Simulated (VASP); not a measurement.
A run of VASP 6.6.1 is set up as follows.

INCAR

```
PREC = Accurate
ENCUT = 500
EDIFF = 1E-6
ISMEAR = -1
SIGMA = 0.02
LREAL = F
LASPH = T
NELM = 120
ALGO = Normal
ISIF = 2
LWAVE = F
LCHARG = F
GGA = PE
NBANDS = 16
GGA_COMPAT = F
```

Contents of KPOINTS:

```
regular mesh
0
Gamma
  6 6 6
```

POSCAR

```
InP
1.0
    0.0000000000      2.7453630729      2.7453630729
    2.7453630729      0.0000000000      2.7453630729
    2.7453630729      2.7453630729      0.0000000000
In P
1 1
Direct
    0.0000000000      0.0000000000      0.0000000000
    0.5000000000      0.5000000000      0.5000000000
```

Potentials or basis: VASP PAW PBE potentials, release 64 (In_d, P).

Run with:

```console
$ cat potpaw_PBE.64/In_d/POTCAR potpaw_PBE.64/P/POTCAR > POTCAR
$ mpirun -np 1 vasp_std > vasp.out
```

(1) Predict the pressure.

(2) Predict the band gap on the k mesh.

Results:

(1) 2.3 GPa.

(2) zero (band 9 reaches 7.64 eV, above the bottom of band 10 at 4.92 eV).

Caveat: spin-orbit coupling is left out, which moves the levels of the heavy elements.
